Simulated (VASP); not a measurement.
# CaTiO5: single point with PBE

CaTiO5:

```
CELL_PARAMETERS angstrom
2.75023 3.13185 3.29846
2.75023 -3.13185 3.29846
3.09865 0.00000 -6.59692
ATOMIC_POSITIONS crystal
Ti 0.00000 0.00000 0.00000
Ti 0.00000 0.00000 0.50000
O 0.90960 0.09040 0.75000
O 0.09040 0.90960 0.25000
O 0.71180 0.31040 0.46910
O 0.68960 0.28820 0.03090
O 0.28820 0.68960 0.53090
O 0.31040 0.71180 0.96910
O 0.75050 0.79170 0.38180
O 0.20830 0.24950 0.11820
O 0.24950 0.20830 0.61820
O 0.79170 0.75050 0.88180
Ca 0.54180 0.45820 0.75000
Ca 0.45820 0.54180 0.25000
```

* Program: VASP 6.6.1
* Task: single point
* Functional: PBE
* Potentials or basis: VASP PAW PBE potentials, release 64 (Ti_sv, O, Ca_sv)
* Cutoff: 520 eV
* k mesh: 5 × 5 × 4
* Occupations: fermi-dirac, width 0.0184 eV
* Spin: no spin polarisation
* Dipole correction: no
* Further INCAR settings: ALGO = Normal; EDIFF = 1e-06; NBANDS = 65

```
Pressure               : 21.6 GPa
Largest force          : 0.920 eV/Å
Band gap on the k mesh : zero (bands 52 and 53 overlap by 0.38 eV)
```

Forces on the atoms (eV/Å):
```
Ti   0.000  0.000  0.000
Ti   0.000  0.000  0.000
O    0.000  0.839  0.000
O    0.000 -0.839  0.000
O   -0.044  0.348  0.373
O    0.044  0.348 -0.373
O    0.044 -0.348 -0.373
O   -0.044 -0.348  0.373
O   -0.829 -0.037 -0.369
O    0.829 -0.037  0.369
O    0.829  0.037  0.369
O   -0.829  0.037 -0.369
Ca   0.000  0.920  0.000
Ca   0.000 -0.920  0.000
```

Stress tensor (GPa, compression positive):
```
28.22  0.00  3.95
 0.00 15.44  0.00
 3.95  0.00 21.19
```

Levels at points of the mesh, in eV from the Fermi level:
| k point | band 50 | band 51 | band 52 | band 53 | band 54 | band 55 |
| --- | --- | --- | --- | --- | --- | --- |
| (0.00, 0.00, 0.00) | -0.04 | 0.29 | 0.30 | 0.30 | 0.31 | 0.38 |
| (0.00, 0.00, 0.50) | -0.10 | 0.08 | 0.08 | 0.20 | 0.20 | 0.43 |

It took 9.2 min on 1 thread of Intel(R) Xeon(R) Platinum 8375C CPU @ 2.90GHz (Ice Lake), with other jobs on the host, peak memory 0.46 GiB.

Caveat: the stress differs along the axes, from 15 to 28 GPa; semilocal functionals often make such compounds metallic where correlation or magnetic order opens a gap, which also shifts bond lengths.
